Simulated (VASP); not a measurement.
# SnSe (Pnma) in VASP: single point with PBE

Aim: the single point of SnSe with PBE.

Program: VASP 6.6.1. These are calculated values, not measurements. Logs are shortened: lines on timing, memory, paths and dates and some standing lists are left out, and cuts for length are marked.

## (1) The cell of the first run

Symmetry: Pnma, No. 62, orthorhombic system. Conventional cell: a = 11.420 Å, b = 4.190 Å, c = 4.460 Å, α = 90.00°, β = 90.00°, γ = 90.00°. Sn (site symmetry m) has 6 Se at 2.69 to 3.51 Å and 2 Sn at 3.60 Å within 3.6 Å. Se (site symmetry m) has 6 Sn at 2.69 to 3.51 Å within 3.6 Å.

## (2) Single point, PBE

Input file INCAR:

```
ALGO = Normal ; EDIFF = 1E-6
ENCUT = 520 ; GGA = PE
ISIF = 2 ; ISMEAR = 0
LASPH = T ; LCHARG = F
LREAL = F ; LWAVE = F
NBANDS = 50 ; NELM = 60
PREC = Accurate ; SIGMA = 0.01
```

Input file KPOINTS:

```
k-points
0
Gamma
  2 6 6
```

Input file POSCAR:

```
SnSe
1.0
   11.4200000000      0.0000000000      0.0000000000
    0.0000000000      4.1900000000      0.0000000000
    0.0000000000      0.0000000000      4.4600000000
Sn Se
4 4
Direct
    0.1230000000      0.2500000000      0.0910000000
    0.3770000000      0.7500000000      0.5910000000
    0.6230000000      0.2500000000      0.4090000000
    0.8770000000      0.7500000000      0.9090000000
    0.3570000000      0.2500000000      0.0160000000
    0.1430000000      0.7500000000      0.5160000000
    0.8570000000      0.2500000000      0.4840000000
    0.6430000000      0.7500000000      0.9840000000
```

Potentials or basis: VASP PAW PBE potentials, release 64 (Sn_d, Se).

Run with:

```bash
$ cat potpaw_PBE.64/Sn_d/POTCAR potpaw_PBE.64/Se/POTCAR > POTCAR
$ mpirun -np 1 vasp_std > vasp.out
```

OUTCAR:

```text
EDIFF = 1E-6
   ENCUT = 520
   GGA = PE
   ISIF = 2
   ISMEAR = 0
   LASPH = T
   LREAL = F
   NELM = 60
   PREC = Accurate

 ion  position               nearest neighbor table
   1  0.123  0.250  0.091-   5 2.69   6 2.83   6 2.83   4 3.60   4 3.60
   2  0.377  0.750  0.591-   6 2.69   5 2.83   5 2.83   3 3.60   3 3.60
   3  0.623  0.250  0.409-   7 2.69   8 2.83   8 2.83   2 3.60   2 3.60
   4  0.877  0.750  0.909-   8 2.69   7 2.83   7 2.83   1 3.60   1 3.60
   5  0.357  0.250  0.016-   1 2.69   2 2.83   2 2.83
   6  0.143  0.750  0.516-   2 2.69   1 2.83   1 2.83
   7  0.857  0.250  0.484-   3 2.69   4 2.83   4 2.83
   8  0.643  0.750  0.984-   4 2.69   3 2.83   3 2.83

  LATTYP: Found a simple orthorhombic cell.
 ALAT       =     4.1900000000
 B/A-ratio  =     1.0644391408
 C/A-ratio  =     2.7255369928

  Lattice vectors:

 A1 = (   0.0000000000,   4.1900000000,   0.0000000000)
 A2 = (   0.0000000000,   0.0000000000,   4.4600000000)
 A3 = (  11.4200000000,   0.0000000000,   0.0000000000)

Analysis of symmetry for initial positions (statically):
=====================================================================
 Subroutine PRICEL returns:
 Original cell was already a primitive cell.

 Routine SETGRP: Setting up the symmetry group for a
 simple orthorhombic supercell.

 Subroutine GETGRP returns: Found  8 space group operations
 (whereof  2 operations were pure point group operations)
 out of a pool of  8 trial point group operations.

The static configuration has the point symmetry S_2 .
 The point group associated with its full space group is D_2h.

Analysis of symmetry for dynamics (positions and initial velocities):
=====================================================================
 Subroutine PRICEL returns:
 Original cell was already a primitive cell.

 Routine SETGRP: Setting up the symmetry group for a
 simple orthorhombic supercell.

 Subroutine GETGRP returns: Found  8 space group operations
 (whereof  2 operations were pure point group operations)
 out of a pool of  8 trial point group operations.

The dynamic configuration has the point symmetry S_2 .
 The point group associated with its full space group is D_2h.

 Subroutine INISYM returns: Found  8 space group operations
 (whereof  2 operations are pure point group operations),
 and found     1 'primitive' translations

----------------------------------------------------------------------------------------
[... 111 lines left out ...]
   ISIF   =      2    stress and relaxation
   ISYM   =      2    0-nonsym 1-usesym 2-fastsym
   POTIM  = 0.5000    time-step for ionic-motion
   TEBEG  =    0.0;   TEEND  =   0.0 temperature during run
   PSTRESS=    0.0 pullay stress
   NELECT =      80.0000    total number of electrons
   NUPDOWN=      -1.0000    fix difference up-down
   EMIN   =  10.00;   EMAX   =-10.00  energy-range for DOS
   EFERMI =   0.00;   METHOD = LEGACY
   ISMEAR =     0;   SIGMA  =   0.01  broadening in eV -4-tet -1-fermi 0-gaus
   EFERMI_NEDOS =   21; number of points for ismear=-14 and -15
   IALGO  =     38    algorithm
   IMIX   =      4    mixing-type and parameters
     AMIX     =   0.40;   BMIX     =  1.00
     AMIX_MAG =   1.60;   BMIX_MAG =  1.00
  volume/ion in A,a.u.               =      26.68       180.02
  Fermi-wavevector in a.u.,A,eV,Ry     =   1.180411  2.230653 18.957944  1.393370
  Thomas-Fermi vector in A             =   2.316704
   LORBIT       =      0    0 simple, 1 ext, 2 COOP (PROOUT), +10 PAW based schemes
   GGA     = PE    functional components
   LHFCALC =     F    Hartree Fock is set to
   AEXX    =    0.0000 exact exchange contribution
   IVDW    =     0    specifies the selected vdW correction
   LEPSILON=     F    determine dielectric tensor
   LRPA    =     F    only Hartree local field effects (RPA)
 non-spin polarized calculation
 Gauss-broadening in eV      SIGMA  =   0.01
  energy-cutoff  :      520.00
  volume of cell :      213.41
 maximum number of plane-waves:      5772
 NGX is ok and might be reduce to    90
   NGX = 43   NGY = 15   NGZ = 17

 number of electron      80.0000000 magnetization

 Free energy of the ion-electron system (eV)
  ---------------------------------------------------
  ext. energy  EPLUGINS =         0.00000000
  ---------------------------------------------------
  free energy    TOTEN  =       -32.74151656 eV

  energy without entropy =      -32.74151656  energy(sigma->0) =      -32.74151656

 E-fermi :   5.5745     XC(G=0):  -9.7033

 val. band max:        5.4826181115   @ k =   0.0000   0.0000   0.3333
 cond. band min:       6.0185051989   @ k =   0.0000   0.3333   0.0000
 fundamental gap:      0.5358870874
 Fermi energy:         5.5745099100

 k-point     1 :       0.0000    0.0000    0.0000
  band No.  band energies     occupation
      1     -15.8839      2.00000
      2     -15.8747      2.00000
      3     -15.8711      2.00000
      4     -15.8710      2.00000
      5     -15.8688      2.00000
      6     -15.8658      2.00000
[... 1261 lines left out ...]
     49      10.9821      0.00000
     50      10.9821      0.00000

 [... further k-points ...]

------------------------ aborting loop because EDIFF is reached ----------------------------------------

  FORCE on cell =-STRESS in cart. coord.  units (eV):
  Direction    XX          YY          ZZ          XY          YZ          ZX
  --------------------------------------------------------------------------------------
  -------------------------------------------------------------------------------------
  Total        5.8427981      2.1866550      1.8730024      0.0000000     -0.0000000      0.0000000
  in kB       43.8648329     16.4163221     14.0615735      0.0000000     -0.0000000      0.0000000
  external PRESSURE =      24.7809095 kB  Pullay stress =       0.0000000 kB

 VOLUME and BASIS-vectors are now :
 -----------------------------------------------------------------------------
  energy-cutoff  :      520.00
  volume of cell :      213.41
      direct lattice vectors                 reciprocal lattice vectors
    11.420000000  0.000000000  0.000000000     0.087565674  0.000000000  0.000000000
     0.000000000  4.190000000  0.000000000     0.000000000  0.238663484  0.000000000
     0.000000000  0.000000000  4.460000000     0.000000000  0.000000000  0.224215247

 POSITION                                       TOTAL-FORCE (eV/Angst)
 -----------------------------------------------------------------------------------
      1.40466      1.04750      0.40586        -0.310399     -0.000000      0.012503
      4.30534      3.14250      2.63586         0.310399      0.000000      0.012503
      7.11466      1.04750      1.82414        -0.310399      0.000000     -0.012503
     10.01534      3.14250      4.05414         0.310399     -0.000000     -0.012503
      4.07694      1.04750      0.07136         0.253800      0.000000     -0.027972
      1.63306      3.14250      2.30136        -0.253800      0.000000     -0.027972
      9.78694      1.04750      2.15864         0.253800     -0.000000      0.027972
      7.34306      3.14250      4.38864        -0.253800     -0.000000      0.027972
 -----------------------------------------------------------------------------------
    total drift:                               -0.000000     -0.000000      0.000000

  FREE ENERGIE OF THE ION-ELECTRON SYSTEM (eV)
  ---------------------------------------------------
  free  energy   TOTEN  =       -32.7415165603 eV

  energy  without entropy=      -32.7415165603  energy(sigma->0) =      -32.74151656
```

OSZICAR:

```text
N       E                     dE             d eps       ncg     rms          rms(c)
DAV:   1     0.875627471335E+03    0.87563E+03   -0.36715E+04  3428   0.206E+03
DAV:   2     0.120759261113E+03   -0.75487E+03   -0.73117E+03  3200   0.593E+02
DAV:   3    -0.230756704547E+02   -0.14383E+03   -0.13666E+03  3808   0.204E+02
DAV:   4    -0.331355499464E+02   -0.10060E+02   -0.98734E+01  3782   0.542E+01
DAV:   5    -0.334709903331E+02   -0.33544E+00   -0.33412E+00  3738   0.105E+01    0.656E+00
DAV:   6    -0.327511094910E+02    0.71988E+00   -0.12164E+00  4404   0.563E+00    0.411E+00
DAV:   7    -0.327452968062E+02    0.58127E-02   -0.60675E-01  4152   0.275E+00    0.151E+00
DAV:   8    -0.327412534185E+02    0.40434E-02   -0.67246E-02  4166   0.165E+00    0.359E-01
DAV:   9    -0.327414295616E+02   -0.17614E-03   -0.93768E-03  4044   0.638E-01    0.112E-01
DAV:  10    -0.327414605311E+02   -0.30970E-04   -0.94180E-04  4082   0.170E-01    0.585E-02
DAV:  11    -0.327415372496E+02   -0.76718E-04   -0.33162E-04  4360   0.953E-02    0.255E-02
DAV:  12    -0.327415162302E+02    0.21019E-04   -0.46850E-05  4004   0.368E-02    0.906E-03
DAV:  13    -0.327415165603E+02   -0.33002E-06   -0.99013E-06  2976   0.104E-02
   1 F= -.32741517E+02 E0= -.32741517E+02  d E =-.333312E-40
```

It took 5.3 min on 1 thread of AMD EPYC 7R13 (Zen 3), shared host; peak memory 0.44 GiB.

Results:

```yaml
Free_energy: -32.7415 eV
Pressure: 2.5 GPa
Largest_force: 0.311 eV/Å
Band_gap_on_the_k_mesh: 0.54 eV (least direct gap 0.70 eV)
```

Forces on the atoms (eV/Å):
```
Sn  -0.310  0.000  0.013
Sn   0.310  0.000  0.013
Sn  -0.310  0.000 -0.013
Sn   0.310  0.000 -0.013
Se   0.254  0.000 -0.028
Se  -0.254  0.000 -0.028
Se   0.254  0.000  0.028
Se  -0.254  0.000  0.028
```

Caveat: semilocal functionals underestimate gaps, and a narrow one can read as zero; spin-orbit coupling is left out, which moves the levels of the heavy elements.
